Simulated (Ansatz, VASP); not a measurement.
## One calculation of KF, two programs

```
K F
1.0
     0.00000    2.65896    2.65896
     2.65896    0.00000    2.65896
     2.65896    2.65896    0.00000
K F
1 1
Cartesian
  0.0000 0.0000 0.0000
  2.6590 2.6590 2.6590
```

Alike in both runs: task single point; functional PBEsol; k mesh 6 × 6 × 6; occupations methfessel-paxton of order 1, width 0.5 eV; no spin polarisation.

```csv
,VASP,Ansatz
version,VASP 6.6.1,Ansatz 0.2.0
potentials or method,"VASP PAW PBE potentials, release 64 (K_sv, F)",plane waves
plane-wave cutoff (eV),520,420
valence electrons in the cell,16,16
```

|  | VASP | Ansatz | Ansatz less VASP |
| --- | --- | --- | --- |
| gap on the k mesh at the Fermi level (eV) | 6.11 | 6.12 | +0.007 |
| pressure (GPa) | -0.4 | -0.2 | +0.19 |

VASP's potentials were made for PBE, not for PBEsol. The functional is the same, so the differences come from potentials, cutoffs and numerics.
